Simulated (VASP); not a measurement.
# Be (P6_3/mmc) in VASP: notebook

Be is run at these levels: PBE; tasks: single point.

Everything below comes from runs of VASP 6.6.1. Logs are shortened: lines on timing, memory, paths and dates and some standing lists are left out, and cuts for length are marked.

### Step 1. The cell of the first run

Symmetry: P6_3/mmc, No. 194, hexagonal system. The conventional cell has a = 2.190 Å, b = 2.190 Å, c = 3.465 Å, α = 90.00°, β = 90.00°, γ = 120.00°. Within 2.8 Å of Be (site symmetry -6m2) lie 12 Be at 2.14 to 2.19 Å.

### Step 2. Single point, PBE (7.19 Å³/atom)

Contents of INCAR:

```
PREC     = Accurate       # precision mode
ENCUT    = 520            # plane-wave cutoff, eV
EDIFF    = 1E-7           # SCF threshold, eV
ISMEAR   = 0              # smearing method
SIGMA    = 0.1            # smearing width, eV
LREAL    = F              # projectors in reciprocal space
LASPH    = T              # aspherical terms in the spheres
NELM     = 60             # most SCF steps
ALGO     = Normal         # electronic algorithm
ISIF     = 2              # what is computed and relaxed
LWAVE    = F              # write WAVECAR
LCHARG   = T              # write CHGCAR
GGA      = PE             # functional
LELF     = T              # ELF
LVHAR    = T            
NBANDS   = 9              # bands
```

Contents of KPOINTS:

```
Automatic mesh
0
Gamma
  21 21 12
```

Contents of POSCAR:

```
Be
1.0
    2.1895193843      0.0000000000      0.0000000000
   -1.0947596921      1.8961794089      0.0000000000
    0.0000000000      0.0000000000      3.4646410689
Be
2
Direct
    0.3333333333      0.6666666667      0.2500000000
    0.6666666667      0.3333333333      0.7500000000
```

Potentials or basis: VASP PAW PBE potentials, release 64 (Be).

Launch:

```
$ cat potpaw_PBE.64/Be/POTCAR > POTCAR
$ mpirun -np 1 vasp_std > vasp.out
```

OUTCAR:

```text
PREC = Accurate
   ENCUT = 520
   EDIFF = 1E-7
   ISMEAR = 0
   LREAL = F
   LASPH = T
   NELM = 60
   ISIF = 2
   GGA = PE

 ion  position               nearest neighbor table
   1  0.333  0.667  0.250-   2 2.14   2 2.14   2 2.14   2 2.14   2 2.14   2 2.14
   2  0.667  0.333  0.750-   1 2.14   1 2.14   1 2.14   1 2.14   1 2.14   1 2.14

  LATTYP: Found a hexagonal cell.
 ALAT       =     2.1895193843
 C/A-ratio  =     1.5823751522

  Lattice vectors:

 A1 = (   2.1895193843,   0.0000000000,   0.0000000000)
 A2 = (  -1.0947596921,   1.8961794089,   0.0000000000)
 A3 = (   0.0000000000,   0.0000000000,   3.4646410689)

Analysis of symmetry for initial positions (statically):
=====================================================================
 Subroutine PRICEL returns:
 Original cell was already a primitive cell.

 Routine SETGRP: Setting up the symmetry group for a
 hexagonal supercell.

 Subroutine GETGRP returns: Found 24 space group operations
 (whereof 12 operations were pure point group operations)
 out of a pool of 24 trial point group operations.

The static configuration has the point symmetry D_3d.
 The point group associated with its full space group is D_6h.

Analysis of symmetry for dynamics (positions and initial velocities):
=====================================================================
 Subroutine PRICEL returns:
 Original cell was already a primitive cell.

 Routine SETGRP: Setting up the symmetry group for a
 hexagonal supercell.

 Subroutine GETGRP returns: Found 24 space group operations
 (whereof 12 operations were pure point group operations)
 out of a pool of 24 trial point group operations.

The dynamic configuration has the point symmetry D_3d.
 The point group associated with its full space group is D_6h.

 Subroutine INISYM returns: Found 24 space group operations
 (whereof 12 operations are pure point group operations),
 and found     1 'primitive' translations

----------------------------------------------------------------------------------------

                                     Primitive cell

  volume of cell :      14.3842

  direct lattice vectors                    reciprocal lattice vectors
     2.189519384  0.000000000  0.000000000     0.456721236  0.263688129  0.000000000
    -1.094759692  1.896179409  0.000000000     0.000000000  0.527376257  0.000000000
     0.000000000  0.000000000  3.464641069     0.000000000  0.000000000  0.288630187

  length of vectors
     2.189519384  2.189519384  3.464641069     0.527376257  0.527376257  0.288630187

  position of ions in fractional coordinates (direct lattice)
     0.333333333  0.666666667  0.250000000
     0.666666667  0.333333333  0.750000000

  ion indices of the primitive-cell ions
   primitive index   ion index
                 1           1
                 2           2

----------------------------------------------------------------------------------------

 KPOINTS: Automatic mesh

Automatic generation of k-mesh.
 Grid dimensions read from file:
 generate k-points for:   21   21   12

 Generating k-lattice:

  Cartesian coordinates                     Fractional coordinates (reciprocal lattice)
     0.021748630  0.012556578  0.000000000     0.047619048  0.000000000  0.000000000
     0.000000000  0.025113155  0.000000000     0.000000000  0.047619048  0.000000000
     0.000000000  0.000000000  0.024052516     0.000000000  0.000000000  0.083333333

  Length of vectors
     0.025113155  0.025113155  0.024052516

  Shift w.r.t. Gamma in fractional coordinates (k-lattice)
     0.000000000  0.000000000  0.000000000

 Subroutine IBZKPT returns following result:
 ===========================================

 Found    336 irreducible k-points:

 Following reciprocal coordinates:
            Coordinates               Weight
  0.000000  0.000000  0.000000      1.000000
  0.047619  0.000000  0.000000      6.000000
  0.095238  0.000000  0.000000      6.000000
  0.142857  0.000000  0.000000      6.000000
  0.190476  0.000000  0.000000      6.000000
  0.238095  0.000000  0.000000      6.000000
[... 16 lines left out ...]
  0.142857  0.095238  0.000000     12.000000
  0.190476  0.095238  0.000000     12.000000
 [... further k-points ...]
   k-points           NKPTS =    336   k-points in BZ     NKDIM =    336   number of bands    NBANDS=      9
   number of dos      NEDOS =    301   number of ions     NIONS =      2
   total plane-waves  NPLWV =   7168
   dimension x,y,z NGX =    16 NGY =   16 NGZ =   28
   dimension x,y,z NGXF=    32 NGYF=   32 NGZF=   56
   ions per type =               2
   NGX,Y,Z   is equivalent  to a cutoff of  12.15, 12.15, 13.44 a.u.
   NGXF,Y,Z  is equivalent  to a cutoff of  24.30, 24.30, 26.87 a.u.
 SYSTEM =  unknown system
   PREC   = accura    normal or accurate (medium, high low for compatibility)
   ISTART =      0    job   : 0-new  1-cont  2-samecut
   ICHARG =      2    charge: 1-file 2-atom 10-const
   ISPIN  =      1    spin polarized calculation?
   LNONCOLLINEAR =      F non collinear calculations
   LSORBIT =      F    spin-orbit coupling
   LASPH  =      T    aspherical Exc in radial PAW
   ENCUT  =  520.0 eV  38.22 Ry    6.18 a.u.   4.07  4.07  6.44*2*pi/ulx,y,z
   NELM   =     60;   NELMIN=  2; NELMDL= -5     # of ELM steps
   EDIFF  = 0.1E-06   stopping-criterion for ELM
   LREAL  =      F    real-space projection
   EDIFFG = 0.1E-05   stopping-criterion for IOM
   NSW    =      0    number of steps for IOM
   IBRION =     -1    ionic relax: 0-MD 1-quasi-New 2-CG
   NFREE  =      0    steps in history (QN), initial steepest desc. (CG)
   ISIF   =      2    stress and relaxation
   ISYM   =      2    0-nonsym 1-usesym 2-fastsym
   POTIM  = 0.5000    time-step for ionic-motion
   TEBEG  =    0.0;   TEEND  =   0.0 temperature during run
   PSTRESS=    0.0 pullay stress
   NELECT =       4.0000    total number of electrons
   NUPDOWN=      -1.0000    fix difference up-down
   EMIN   =  10.00;   EMAX   =-10.00  energy-range for DOS
   EFERMI =   0.00;   METHOD = LEGACY
   ISMEAR =     0;   SIGMA  =   0.10  broadening in eV -4-tet -1-fermi 0-gaus
   EFERMI_NEDOS =   21; number of points for ismear=-14 and -15
   IALGO  =     38    algorithm
   IMIX   =      4    mixing-type and parameters
     AMIX     =   0.40;   BMIX     =  1.00
     AMIX_MAG =   1.60;   BMIX_MAG =  1.00
  volume/ion in A,a.u.               =       7.19        48.53
  Fermi-wavevector in a.u.,A,eV,Ry     =   1.068561  2.019288 15.535441  1.141823
  Thomas-Fermi vector in A             =   2.204213
   LORBIT       =      0    0 simple, 1 ext, 2 COOP (PROOUT), +10 PAW based schemes
   GGA     = PE    functional components
   LHFCALC =     F    Hartree Fock is set to
   AEXX    =    0.0000 exact exchange contribution
   IVDW    =     0    specifies the selected vdW correction
   LEPSILON=     F    determine dielectric tensor
   LRPA    =     F    only Hartree local field effects (RPA)
 non-spin polarized calculation
 Gauss-broadening in eV      SIGMA  =   0.10
  energy-cutoff  :      520.00
  volume of cell :       14.38
 maximum number of plane-waves:       402
   NGX =  9   NGY =  9   NGZ = 13

 number of electron       4.0000000 magnetization

 Free energy of the ion-electron system (eV)
  ---------------------------------------------------
  ext. energy  EPLUGINS =         0.00000000
  ---------------------------------------------------
  free energy    TOTEN  =        -7.47227599 eV

  energy without entropy =       -7.47093630  energy(sigma->0) =       -7.47160614

 E-fermi :   7.8740     XC(G=0): -10.9212

 val. band max:        7.8571346530   @ k =   0.3333   0.0476   0.0000
 cond. band min:       7.9181438343   @ k =   0.3333   0.2857   0.0833
 fundamental gap:      0.0610091813
 Fermi energy:         7.8739651251

 k-point     1 :       0.0000    0.0000    0.0000
  band No.  band energies     occupation
      1      -4.0497      2.00000
      2       2.9862      2.00000
      3       9.1896      0.00000
      4      25.1612      0.00000
      5      25.1612      0.00000
      6      28.1749      0.00000
      7      28.1749      0.00000
      8      30.2939      0.00000
      9      36.6225      0.00000

 k-point     2 :       0.0476    0.0000    0.0000
  band No.  band energies     occupation
      1      -3.9821      2.00000
      2       3.0778      2.00000
      3       9.2044      0.00000
      4      24.5613      0.00000
      5      24.6870      0.00000
      6      28.1931      0.00000
      7      28.4453      0.00000
      8      30.1707      0.00000
      9      35.4317      0.00000

 k-point     3 :       0.0952    0.0000    0.0000
  band No.  band energies     occupation
      1      -3.7793      2.00000
      2       3.3524      2.00000
      3       9.2456      0.00000
      4      23.0423      0.00000
      5      23.6853      0.00000
      6      28.1975      0.00000
      7      28.7941      0.00000
      8      29.7472      0.00000
      9      33.5335      0.00000

 k-point     4 :       0.1429    0.0000    0.0000
  band No.  band energies     occupation
      1      -3.4409      2.00000
      2       3.8094      2.00000
      3       9.3010      0.00000
      4      21.0840      0.00000
      5      22.5742      0.00000
      6      28.0817      0.00000
      7      28.7996      0.00000
      8      28.8718      0.00000
      9      31.5016      0.00000
[... 205 lines left out ...]
 k-point    22 :       0.0952    0.0952    0.0000
  band No.  band energies     occupation
      1      -3.2374      2.00000
      2       4.0831      2.00000
      3       9.3364      0.00000
      4      20.5312      0.00000
      5      21.3589      0.00000
      6      28.0614      0.00000
      7      28.3990      0.00000
      8      28.4078      0.00000
      9      32.4130      0.00000

 k-point    23 :       0.1429    0.0952    0.0000
  band No.  band energies     occupation
      1      -2.7624      2.00000
      2       4.7206      2.00000
      3       9.3832      0.00000
      4      18.6381      0.00000
      5      20.2503      0.00000
      6      27.0753      0.00000
      7      27.4460      0.00000
      8      27.8133      0.00000
      9      31.7518      0.00000

 k-point    24 :       0.1905    0.0952    0.0000
  band No.  band energies     occupation
      1      -2.1510      2.00000
      2       5.5371      2.00000
      3       9.3638      0.00000
      4      16.7496      0.00000
      5      19.2738      0.00000
      6      25.2923      0.00000
      7      26.2260      0.00000
      8      27.2912      0.00000
      9      31.1901      0.00000

 [... further k-points ...]
[... 5 lines left out ...]
  --------------------------------------------------------------------------------------
  -------------------------------------------------------------------------------------
  Total        1.2363774      1.2363774      1.2492768      0.0000000      0.0000000      0.0000000
  in kB      137.7130679    137.7130679    139.1498686      0.0000000      0.0000000      0.0000000
  external PRESSURE =     138.1920015 kB  Pullay stress =       0.0000000 kB

 VOLUME and BASIS-vectors are now :
 -----------------------------------------------------------------------------
  energy-cutoff  :      520.00
  volume of cell :       14.38
      direct lattice vectors                 reciprocal lattice vectors
     2.189519384  0.000000000  0.000000000     0.456721236  0.263688129  0.000000000
    -1.094759692  1.896179409  0.000000000     0.000000000  0.527376257  0.000000000
     0.000000000  0.000000000  3.464641069     0.000000000  0.000000000  0.288630187

 POSITION                                       TOTAL-FORCE (eV/Angst)
 -----------------------------------------------------------------------------------
     -0.00000      1.26412      0.86616         0.000000     -0.000000      0.000000
      1.09476      0.63206      2.59848        -0.000000      0.000000      0.000000
 -----------------------------------------------------------------------------------
    total drift:                                0.000000     -0.000000      0.000000

  FREE ENERGIE OF THE ION-ELECTRON SYSTEM (eV)
  ---------------------------------------------------
  free  energy   TOTEN  =        -7.4722759901 eV

  energy  without entropy=       -7.4709362965  energy(sigma->0) =       -7.47160614
```

Run time: 14 s. Hardware: 1 thread of Intel Xeon Platinum 8488C (Sapphire Rapids), shared host; peak memory 0.15 GiB.

Results:

- Free energy: -7.4723 eV
- Pressure: 13.8 GPa
- Band gap on the k mesh: zero (bands 2 and 3 overlap by 2.18 eV)

Stress tensor (GPa, compression positive):
```
13.77  0.00  0.00
 0.00 13.77  0.00
 0.00  0.00 13.91
```

Caveat: the cell stands under pressure.

### Step 3. Single point, PBE (7.43 Å³/atom)

This run uses another cell than the first one, of 7.43 Å³/atom.

Contents of INCAR:

```
SYSTEM = Be
  ALGO = Fast
  EDIFF = 1E-6
  ENCUT = 520
  GGA = PE
  ISIF = 2
  ISMEAR = 0
  LASPH = .True.
  LCHARG = .True.
  LELF = .True.
  LREAL = .False.
  LVHAR = .True.
  LWAVE = .False.
  NBANDS = 9
  NELM = 100
  PREC = Accurate
  SIGMA = 0.1
```

Contents of KPOINTS:

```
k-points
0
Gamma
  21 21 12
  0 0 0
```

Contents of POSCAR:

```
Be
1.0
    2.2142505918      0.0000000000      0.0000000000
   -1.1071252959      1.9175972629      0.0000000000
    0.0000000000      0.0000000000      3.4993611053
Be
2
Direct
    0.3333333333      0.6666666667      0.2500000000
    0.6666666667      0.3333333333      0.7500000000
```

Potentials or basis: VASP PAW PBE potentials, release 64 (Be).

Launch:

```
$ cat potpaw_PBE.64/Be/POTCAR > POTCAR
$ mpirun -np 1 vasp_std > vasp.out
```

Wall time 20 s (1 thread of Intel Xeon Platinum 8488C (Sapphire Rapids), shared host); peak memory 0.14 GiB.

It converged, with:

* Free energy: -7.5054 eV
* Pressure: 8.7 GPa
* Band gap on the k mesh: zero (bands 2 and 3 overlap by 2.15 eV)

Stress tensor (GPa, compression positive):
```
8.64 0.00 0.00
0.00 8.64 0.00
0.00 0.00 8.75
```

Levels at points of the mesh, in eV from the Fermi level:
| k point | band 1 | band 2 | band 3 | band 4 | band 5 | band 6 | band 7 |
| --- | --- | --- | --- | --- | --- | --- | --- |
| (0.00, 0.00, 0.00) | -11.74 | -4.75 | 1.22 | 16.83 | 16.83 | 19.78 | 19.78 |
| (0.00, 0.00, 0.50) | -9.54 | -9.54 | 11.08 | 11.08 | 18.55 | 18.55 | 18.55 |

Caveat: the cell stands under pressure.

### Step 4. Single point, PBE (7.67 Å³/atom)

This run uses another cell than the first one, of 7.67 Å³/atom.

Contents of INCAR:

```
ALGO     = Fast           # electronic algorithm
EDIFF    = 1E-6           # SCF threshold, eV
ENCUT    = 520            # plane-wave cutoff, eV
GGA      = PE             # functional
ISIF     = 2              # what is computed and relaxed
ISMEAR   = 0              # smearing method
LASPH    = T              # aspherical terms in the spheres
LCHARG   = F              # write CHGCAR
LREAL    = F              # projectors in reciprocal space
LWAVE    = F              # write WAVECAR
NBANDS   = 9              # bands
NELM     = 60             # most SCF steps
PREC     = Accurate       # precision mode
SIGMA    = 0.1            # smearing width, eV
```

Contents of KPOINTS:

```
k-points
0
Gamma
  21 21 12
```

Contents of POSCAR:

```
Be
1.0
    2.2385184354      0.0000000000      0.0000000000
   -1.1192592177      1.9386138319      0.0000000000
    0.0000000000      0.0000000000      3.5331723997
Be
2
Direct
    0.3333333333      0.6666666667      0.2500000000
    0.6666666667      0.3333333333      0.7500000000
```

Launch:

```
$ cat potpaw_PBE.64/Be/POTCAR > POTCAR
$ mpirun -np 1 vasp_std > vasp.out
```

Wall time 27 s (1 thread of Intel Xeon Platinum 8488C (Sapphire Rapids), shared host); peak memory 0.15 GiB.

It converged, with:

- Free energy: -7.5242 eV
- Pressure: 4.2 GPa
- Band gap on the k mesh: zero (bands 2 and 3 overlap by 2.12 eV)

Stress tensor (GPa, compression positive):
```
4.13 0.00 0.00
0.00 4.13 0.00
0.00 0.00 4.22
```

Levels at points of the mesh, in eV from the Fermi level:
| k point | band 1 | band 2 | band 3 | band 4 | band 5 |
| --- | --- | --- | --- | --- | --- |
| (0.00, 0.00, 0.00) | -11.57 | -4.62 | 1.13 | 16.39 | 16.39 |
| (0.00, 0.00, 0.50) | -9.38 | -9.38 | 10.85 | 10.85 | 18.08 |

Caveat: the cell stands under pressure.

### Step 5. Overview

| cell | gap on the mesh (eV) | pressure (GPa) |
| --- | --- | --- |
| a = 2.190, b = 2.190, c = 3.465 Å, angles 90.0, 90.0, 120.0°, 2 atoms | none | 13.8 |
| a = 2.214, b = 2.214, c = 3.499 Å, angles 90.0, 90.0, 120.0°, 2 atoms | none | 8.7 |
| a = 2.239, b = 2.239, c = 3.533 Å, angles 90.0, 90.0, 120.0°, 2 atoms | none | 4.2 |

Alike in all rows: task single point; level PBE; potentials or basis VASP PAW PBE potentials, release 64 (Be); no spin polarisation; k mesh 21 × 21 × 12; cutoff (eV) 520; smearing gaussian 0.1 eV.

Caveats: the cell stands under pressure.

Absolute energies hang on the potentials; compare differences alone.

The gap in the log of VASP goes by the Fermi energy; the results here count the filled bands.